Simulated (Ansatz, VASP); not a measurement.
## Two plane-wave programs on HC20

```
C H
1.0
     7.20155    0.00000    0.00000
    -3.31941    7.79078    0.00000
     0.00000    0.00000   22.79168
C H
40 2
Cartesian
  1.2478 1.2988 4.0000
  -0.4119 5.1941 4.0000
  4.8486 1.2988 4.0000
  3.1889 5.1941 4.0000
  0.6932 2.5966 4.0000
  -0.9665 6.4920 4.0000
  4.2940 2.5966 4.0000
  2.6343 6.4920 4.0000
  0.4180 3.2465 5.2223
  -1.2417 7.1418 5.2223
  4.0188 3.2465 5.2223
  2.3591 7.1418 5.2223
  1.5231 0.6489 5.2223
  -0.1366 4.5443 5.2223
  5.1239 0.6489 5.2223
  3.4642 4.5443 5.2223
  1.2442 1.3061 6.4438
  -0.4155 5.2015 6.4438
  4.8450 1.3061 6.4438
  3.1853 5.2015 6.4438
  0.6969 2.5893 6.4438
  -0.9628 6.4846 6.4438
  4.2976 2.5893 6.4438
  2.6379 6.4846 6.4438
  0.4122 3.2592 7.6703
  -1.2475 7.1546 7.6703
  4.0130 3.2592 7.6703
  2.3533 7.1546 7.6703
  1.5289 0.6362 7.6703
  -0.1308 4.5316 7.6703
  5.1296 0.6362 7.6703
  3.4699 4.5316 7.6703
  1.2137 1.3803 8.7917
  -0.4460 5.2757 8.7917
  4.8144 1.3803 8.7917
  3.1547 5.2757 8.7917
  0.7274 2.5151 8.7917
  -0.9323 6.4105 8.7917
  4.3282 2.5151 8.7917
  2.6685 6.4105 8.7917
  6.2756 2.1701 11.7917
  5.9816 2.8601 11.7917
```

Alike in both runs: task single point; functional LDA; k mesh 4 × 4 × 1; occupations gaussian, width 0.05 eV; no spin polarisation.

```csv
,VASP,Ansatz
version,VASP 6.6.1,Ansatz 0.2.0
potentials or method,"VASP PAW LDA potentials, release 64 (C, H), cutoff 520 eV","scalar-relativistic, plane waves, PAW"
valence electrons in the cell,162,162
```

```tsv
	VASP	Ansatz	Ansatz less VASP
gap on the k mesh at the Fermi level (eV)	none	none	-
rms of the force components (eV/Å)	1.781	1.789	+0.0079
work function, face that differs most (eV)	6.67	6.68	+0.005
```

Ansatz warns that its potentials were made for another functional, while VASP's fit it. LDA's correlation is that of Perdew and Zunger in VASP and of Perdew and Wang (1992) in Ansatz. Atom by atom the forces differ by 0.029 eV/Å (rms over components). A gap of «none» marks a metal or a gap that the smearing closes.
